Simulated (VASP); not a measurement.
Cd2C, 3 atoms in the cell. Symmetry: P6mm, No. 183, hexagonal system. The conventional cell has a = 4.599 Å, b = 4.599 Å, c = 3.253 Å, α = 90.00°, β = 90.00°, γ = 120.00°. Within 3.5 Å of Cd (site symmetry 3m) lie 5 Cd at 2.66 to 3.25 Å and 3 C at 2.68 Å. C (site symmetry 6mm) has 6 Cd at 2.68 Å and 2 C at 3.25 Å within 3.5 Å. The cell was generated, and may not be a known phase.

* Program: VASP 6.6.1
* Task: single point
* Functional: PBE
* Potentials or basis: VASP PAW PBE potentials, release 64 (Cd_sv_GW, C)
* Cutoff: 700 eV
* k mesh: 6 × 6 × 4
* Occupations: gaussian, width 0.1 eV
* Spin: no spin polarisation
* Dipole correction: no
* Further INCAR settings: ALGO = Normal; EDIFF = 1e-06; NBANDS = 29

Potentials or basis: VASP PAW PBE potentials, release 64 (Cd_sv_GW, C).

The run is started by

```bash
$ cat potpaw_PBE.64/Cd_sv_GW/POTCAR potpaw_PBE.64/C/POTCAR > POTCAR
$ mpirun -np 1 vasp_std > vasp.out
```

Hardware: 1 thread of Intel(R) Xeon(R) Platinum 8259CL CPU @ 2.50GHz (Skylake/Cascade Lake), with other jobs on the host.

Problem. How long does it take, and how much memory?

Solution. It took 48 s on 1 thread of Intel(R) Xeon(R) Platinum 8259CL CPU @ 2.50GHz (Skylake/Cascade Lake), with other jobs on the host, peak memory 0.23 GiB. Counts: scf iterations 13, k points 21.
